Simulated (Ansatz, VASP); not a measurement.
# One calculation of Tc3Sn, two programs

```
CELL_PARAMETERS angstrom
4.48616 0.00000 0.00000
2.24308 3.88513 0.00000
2.24308 1.29504 3.66293
ATOMIC_POSITIONS crystal
Tc 0.25000 0.25000 0.25000
Tc 0.75000 0.75000 0.75000
Tc 0.50000 0.50000 0.50000
Sn 0.00000 0.00000 0.00000
```

Alike in both runs: task single point; functional BLYP; k mesh 7 × 7 × 7; occupations fermi-dirac, width 0.05 eV; no spin polarisation.

|  | VASP | Ansatz |
| --- | --- | --- |
| version | VASP 6.6.1 | Ansatz 0.2.0 |
| potentials or method | VASP PAW PBE potentials, release 64 (Tc_pv, Sn_d), cutoff 520 eV | plane waves, PAW |
| valence electrons in the cell | 53 | 59 |

|  | VASP | Ansatz | Ansatz less VASP |
| --- | --- | --- | --- |
| pressure (GPa) | 8.6 | 8.4 | -0.19 |

VASP's potentials were made for PBE, not for BLYP. VASP's potentials hold 53 valence electrons a cell and Ansatz's 59, so a difference there can come from the potentials and not from the codes.
